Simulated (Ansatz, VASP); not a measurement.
## Bi2Se3: VASP beside Ansatz

The input INCAR:

```
SYSTEM = Bi2Se3
  PREC = Accurate
  ENCUT = 520
  EDIFF = 1E-7
  ISMEAR = -1
  SIGMA = 0.05
  LREAL = .False.
  LASPH = .True.
  NELM = 100
  ALGO = Normal
  ISIF = 2
  LWAVE = .False.
  LCHARG = .True.
  GGA = PE
  LELF = .True.
  LVHAR = .True.
  NBANDS = 32
```

The input KPOINTS:

```
Automatic mesh
0
Gamma
  8 8 8
  0 0 0
```

POSCAR

```
Bi2Se3
1.0
    2.0715000000      1.1959810826      9.5453333333
   -2.0715000000      1.1959810826      9.5453333333
    0.0000000000     -2.3919621653      9.5453333333
Bi Se
2 3
Direct
    0.5992000000      0.5992000000      0.5992000000
    0.4008000000      0.4008000000      0.4008000000
    0.7883000000      0.7883000000      0.7883000000
    0.2117000000      0.2117000000      0.2117000000
    0.0000000000      0.0000000000      0.0000000000
```

File input.yaml:

```yaml
crystal:
  lattice:
    - [2.0715, 1.1959810826, 9.5453333333]
    - [-2.0715, 1.1959810826, 9.5453333333]
    - [0.0, -2.3919621653, 9.5453333333]
  atoms:
    - { symbol: Bi, position: [0.5992, 0.5992, 0.5992] }
    - { symbol: Bi, position: [0.4008, 0.4008, 0.4008] }
    - { symbol: Se, position: [0.7883, 0.7883, 0.7883] }
    - { symbol: Se, position: [0.2117, 0.2117, 0.2117] }
    - { symbol: Se, position: [0.0, 0.0, 0.0] }
kpoints:
  mp_grid: { grid: [8, 8, 8] }
scf:
  occupations: { method: fermi_dirac, width: 0.05 }
hamiltonian:
  xc: pbe
  pseudopotentials:
    kind: all_electron
    lapw: { basis_error: 0.002 }
    nuclear_model: point
output:
  forces: true
  stress: true
  eigenvalues: true
```

Alike in both runs: task single point; functional PBE; k mesh 8 × 8 × 8; occupations fermi-dirac, width 0.05 eV; no spin polarisation.

|  | VASP | Ansatz |
| --- | --- | --- |
| version | VASP 6.6.1 | Ansatz 0.2.0 |
| potentials or method | VASP PAW PBE potentials, release 64 (Bi_d, Se), cutoff 520 eV | all-electron LAPW, point nuclei |

```tsv
	VASP	Ansatz	Ansatz less VASP
gap on the k mesh at the Fermi level (eV)	0.21	0.22	+0.006
least direct gap on the mesh (eV)	0.21	0.22	+0.006
pressure (GPa)	2.6	2.6	-0.01
rms of the force components (eV/Å)	0.088	0.082	-0.0061
```

Atom by atom the forces differ by 0.006 eV/Å (rms over components). Ansatz ran all-electron here, and VASP with PAW potentials.

Neither program's run includes spin-orbit coupling.
